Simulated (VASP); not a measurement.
# Be (Im-3m) in VASP: relaxation of cell and atoms with PBEsol

Aim: the relaxation of cell and atoms of Be with PBEsol.

All numbers are computed with VASP 6.6.1; they aren't measurements. Logs are shortened: lines on timing, memory, paths and dates and some standing lists are left out, and cuts for length are marked.

## 1. The cell of the first run

Symmetry: Im-3m, No. 229, cubic system. The conventional cell has a = 2.503 Å, b = 2.503 Å, c = 2.503 Å, α = 90.00°, β = 90.00°, γ = 90.00°. Be (site symmetry m-3m) has 14 Be at 2.17 to 2.50 Å within 2.9 Å.

This isn't the form of Be at room conditions, which is hcp.

## 2. Relaxation of cell and atoms, PBEsol

File INCAR:

```
ALGO = Normal
EDIFF = 1E-6
EDIFFG = -0.005
ENCUT = 600
GGA = PS
IBRION = 2
ISIF = 3
ISMEAR = -1
LASPH = True
LCHARG = False
LREAL = False
LWAVE = False
NELM = 100
NSW = 60
PREC = Accurate
SIGMA = 0.1
```

File KPOINTS:

```
k-points
0
Gamma
  23 23 23
```

File POSCAR:

```
Be
1.0
   -1.2514117383      1.2514117383      1.2514117383
    1.2514117383     -1.2514117383      1.2514117383
    1.2514117383      1.2514117383     -1.2514117383
Be
1
Direct
    0.0000000000      0.0000000000      0.0000000000
```

Potentials or basis: VASP PAW PBE potentials, release 64 (Be).

Command:

```
> cat potpaw_PBE.64/Be/POTCAR > POTCAR
> mpirun -np 1 vasp_std > vasp.out
```

OUTCAR:

```text
EDIFF = 1E-6
   EDIFFG = -0.005
   ENCUT = 600
   GGA = PS
   IBRION = 2
   ISIF = 3
   ISMEAR = -1
   LASPH = True
   LREAL = False
   NELM = 100
   NSW = 60
   PREC = Accurate

 ion  position               nearest neighbor table
   1  0.000  0.000  0.000-

  LATTYP: Found a body centered cubic cell.
 ALAT       =     2.5028234766

  Lattice vectors:

 A1 = (  -1.2514117383,   1.2514117383,   1.2514117383)
 A2 = (   1.2514117383,  -1.2514117383,   1.2514117383)
 A3 = (   1.2514117383,   1.2514117383,  -1.2514117383)

Analysis of symmetry for initial positions (statically):
=====================================================================
 Subroutine PRICEL returns:
 Original cell was already a primitive cell.

 Routine SETGRP: Setting up the symmetry group for a
 body centered cubic supercell.

 Subroutine GETGRP returns: Found 48 space group operations
 (whereof 48 operations were pure point group operations)
 out of a pool of 48 trial point group operations.

The static configuration has the point symmetry O_h .

Analysis of symmetry for dynamics (positions and initial velocities):
=====================================================================
 Subroutine PRICEL returns:
 Original cell was already a primitive cell.

 Routine SETGRP: Setting up the symmetry group for a
 body centered cubic supercell.

 Subroutine GETGRP returns: Found 48 space group operations
 (whereof 48 operations were pure point group operations)
 out of a pool of 48 trial point group operations.

The dynamic configuration has the point symmetry O_h .

 Subroutine INISYM returns: Found 48 space group operations
 (whereof 48 operations are pure point group operations),
 and found     1 'primitive' translations

----------------------------------------------------------------------------------------

                                     Primitive cell

  volume of cell :       7.8390

  direct lattice vectors                    reciprocal lattice vectors
    -1.251411738  1.251411738  1.251411738     0.000000000  0.399548753  0.399548753
     1.251411738 -1.251411738  1.251411738     0.399548753  0.000000000  0.399548753
     1.251411738  1.251411738 -1.251411738     0.399548753  0.399548753  0.000000000

  length of vectors
     2.167508712  2.167508712  2.167508712     0.565047266  0.565047266  0.565047266

  position of ions in fractional coordinates (direct lattice)
     0.000000000  0.000000000  0.000000000

  ion indices of the primitive-cell ions
   primitive index   ion index
                 1           1

----------------------------------------------------------------------------------------

 KPOINTS: k-points

Automatic generation of k-mesh.
 Grid dimensions read from file:
 generate k-points for:   23   23   23

 Generating k-lattice:

  Cartesian coordinates                     Fractional coordinates (reciprocal lattice)
     0.000000000  0.017371685  0.017371685     0.043478261  0.000000000  0.000000000
     0.017371685  0.000000000  0.017371685     0.000000000  0.043478261  0.000000000
     0.017371685  0.017371685  0.000000000     0.000000000  0.000000000  0.043478261

  Length of vectors
     0.024567272  0.024567272  0.024567272

  Shift w.r.t. Gamma in fractional coordinates (k-lattice)
     0.000000000  0.000000000  0.000000000

 Subroutine IBZKPT returns following result:
 ===========================================

 Found    364 irreducible k-points:

 Following reciprocal coordinates:
            Coordinates               Weight
  0.000000  0.000000  0.000000      1.000000
  0.043478  0.000000  0.000000     12.000000
  0.086957  0.000000  0.000000     12.000000
  0.130435  0.000000  0.000000     12.000000
  0.173913  0.000000  0.000000     12.000000
  0.217391  0.000000  0.000000     12.000000
[... 16 lines left out ...]
  0.478261  0.043478  0.000000     24.000000
  0.086957  0.086957  0.000000     24.000000
 [... further k-points ...]
   k-points           NKPTS =    364   k-points in BZ     NKDIM =    364   number of bands    NBANDS=      5
   number of dos      NEDOS =    301   number of ions     NIONS =      1
   total plane-waves  NPLWV =   5832
   dimension x,y,z NGX =    18 NGY =   18 NGZ =   18
   dimension x,y,z NGXF=    36 NGYF=   36 NGZF=   36
   ions per type =               1
   NGX,Y,Z   is equivalent  to a cutoff of  13.81, 13.81, 13.81 a.u.
   NGXF,Y,Z  is equivalent  to a cutoff of  27.61, 27.61, 27.61 a.u.
 SYSTEM =  unknown system
   PREC   = accura    normal or accurate (medium, high low for compatibility)
   ISTART =      0    job   : 0-new  1-cont  2-samecut
   ICHARG =      2    charge: 1-file 2-atom 10-const
   ISPIN  =      1    spin polarized calculation?
   LNONCOLLINEAR =      F non collinear calculations
   LSORBIT =      F    spin-orbit coupling
   LASPH  =      T    aspherical Exc in radial PAW
   ENCUT  =  600.0 eV  44.10 Ry    6.64 a.u.   4.33  4.33  4.33*2*pi/ulx,y,z
   NELM   =    100;   NELMIN=  2; NELMDL= -5     # of ELM steps
   EDIFF  = 0.1E-05   stopping-criterion for ELM
   LREAL  =      F    real-space projection
   EDIFFG = -.5E-02   stopping-criterion for IOM
   NSW    =     60    number of steps for IOM
   IBRION =      2    ionic relax: 0-MD 1-quasi-New 2-CG
   NFREE  =      1    steps in history (QN), initial steepest desc. (CG)
   ISIF   =      3    stress and relaxation
   ISYM   =      2    0-nonsym 1-usesym 2-fastsym
   POTIM  = 0.5000    time-step for ionic-motion
   TEBEG  =    0.0;   TEEND  =   0.0 temperature during run
   PSTRESS=    0.0 pullay stress
   NELECT =       2.0000    total number of electrons
   NUPDOWN=      -1.0000    fix difference up-down
   EMIN   =  10.00;   EMAX   =-10.00  energy-range for DOS
   EFERMI =   0.00;   METHOD = LEGACY
   ISMEAR =    -1;   SIGMA  =   0.10  broadening in eV -4-tet -1-fermi 0-gaus
   EFERMI_NEDOS =   21; number of points for ismear=-14 and -15
   IALGO  =     38    algorithm
   IMIX   =      4    mixing-type and parameters
     AMIX     =   0.40;   BMIX     =  1.00
     AMIX_MAG =   1.60;   BMIX_MAG =  1.00
  volume/ion in A,a.u.               =       7.84        52.90
  Fermi-wavevector in a.u.,A,eV,Ry     =   1.038320  1.962141 14.668559  1.078109
  Thomas-Fermi vector in A             =   2.172799
   LORBIT       =      0    0 simple, 1 ext, 2 COOP (PROOUT), +10 PAW based schemes
   GGA     = PS    functional components
   LHFCALC =     F    Hartree Fock is set to
   AEXX    =    0.0000 exact exchange contribution
   IVDW    =     0    specifies the selected vdW correction
   LEPSILON=     F    determine dielectric tensor
   LRPA    =     F    only Hartree local field effects (RPA)
 conjugate gradient relaxation of ions
 non-spin polarized calculation
  energy-cutoff  :      600.00
  volume of cell :        7.84
 maximum number of plane-waves:       270
 NGX is ok and might be reduce to    18
   NGX =  9   NGY =  9   NGZ =  9

--------------------------------------- Ionic step        1  -------------------------------------------

 number of electron       2.0000000 magnetization

 Free energy of the ion-electron system (eV)
  ---------------------------------------------------
  ext. energy  EPLUGINS =         0.00000000
  ---------------------------------------------------
  free energy    TOTEN  =        -3.90147622 eV

  energy without entropy =       -3.89640774  energy(sigma->0) =       -3.89894198

------------------------ aborting loop because EDIFF is reached ----------------------------------------

  FORCE on cell =-STRESS in cart. coord.  units (eV):
  Direction    XX          YY          ZZ          XY          YZ          ZX
  --------------------------------------------------------------------------------------
  -------------------------------------------------------------------------------------
  Total       -0.0503830     -0.0503830     -0.0503830      0.0000000      0.0000000      0.0000000
  in kB      -10.2975558    -10.2975558    -10.2975558      0.0000000      0.0000000      0.0000000
  external PRESSURE =     -10.2975558 kB  Pullay stress =       0.0000000 kB
[... 55 lines left out ...]
  energy  without entropy=       -3.8966925722  energy(sigma->0) =       -3.89918963

--------------------------------------- Ionic step        3  -------------------------------------------

 number of electron       2.0000000 magnetization

 Free energy of the ion-electron system (eV)
  ---------------------------------------------------
  ext. energy  EPLUGINS =         0.00000000
  ---------------------------------------------------
  free energy    TOTEN  =        -3.90169094 eV

  energy without entropy =       -3.89670766  energy(sigma->0) =       -3.89919930

 E-fermi :   8.0196     XC(G=0): -10.6692

 val. band max:        8.0028107265   @ k =   0.3043   0.2609   0.0870
 cond. band min:       8.0934866329   @ k =   0.3043   0.3043   0.0000
 fundamental gap:      0.0906759064
 Fermi energy:         8.0195835915

 k-point     1 :       0.0000    0.0000    0.0000
  band No.  band energies     occupation
      1      -4.2819      2.00000
      2      27.5664      0.00000
      3      27.5664      0.00000
      4      27.5664      0.00000
      5      38.9740      0.00000

 k-point     2 :       0.0435    0.0000    0.0000
  band No.  band energies     occupation
      1      -4.2154      2.00000
      2      27.2364      0.00000
      3      27.2879      0.00000
      4      27.4869      0.00000
      5      38.0321      0.00000
[... 169 lines left out ...]
 k-point    24 :       0.0870    0.0870    0.0000
  band No.  band energies     occupation
      1      -3.4837      2.00000
      2      24.3555      0.00000
      3      24.5253      0.00000
      4      26.2258      0.00000
      5      34.3565      0.00000

 [... further k-points ...]

------------------------ aborting loop because EDIFF is reached ----------------------------------------

  FORCE on cell =-STRESS in cart. coord.  units (eV):
  Direction    XX          YY          ZZ          XY          YZ          ZX
  --------------------------------------------------------------------------------------
  -------------------------------------------------------------------------------------
  Total       -0.0001276     -0.0001276     -0.0001276      0.0000000      0.0000000      0.0000000
  in kB       -0.0262964     -0.0262964     -0.0262964      0.0000000      0.0000000      0.0000000
  external PRESSURE =      -0.0262964 kB  Pullay stress =       0.0000000 kB
[... 16 lines left out ...]
  FREE ENERGIE OF THE ION-ELECTRON SYSTEM (eV)
  ---------------------------------------------------
  free  energy   TOTEN  =        -3.9016909408 eV

  energy  without entropy=       -3.8967076604  energy(sigma->0) =       -3.89919930

 reached required accuracy - stopping structural energy minimisation
```

It took 29 s on 1 thread of AMD EPYC 7R43 (Zen 3), shared host; peak memory 0.09 GiB.

Results:

* Free energy: -3.9017 eV
* Relaxed volume: 7.77 Å³/atom
* Relaxed cell: a = 2.161 Å, b = 2.161 Å, c = 2.161 Å, α = 109.47°, β = 109.47°, γ = 109.47°
* Space group after relaxing (to 0.1 Å): Im-3m (No. 229)
* Energy gained by relaxing: 0.2 meV/atom
* Ionic steps: 3
* Pressure after relaxing: 0.0 GPa
* Band gap on the k mesh: zero (bands 1 and 2 overlap by 4.90 eV)

Step by step:
```csv
step,energy change (eV),largest force (eV/Å),pressure (GPa),volume (Å³)
1,0.0000,0.0000,-1.03,7.84
2,-0.0002,0.0000,-0.14,7.78
3,-0.0002,0.0000,0.00,7.77
```

Final structure:
```
Be
1.0
    -1.24791    1.24791    1.24791
     1.24791   -1.24791    1.24791
     1.24791    1.24791   -1.24791
Be
1
Direct
  0.00000 0.00000 0.00000
```

Caveat: the PAW data sets were made with another functional, which shifts forces and pressure a little.
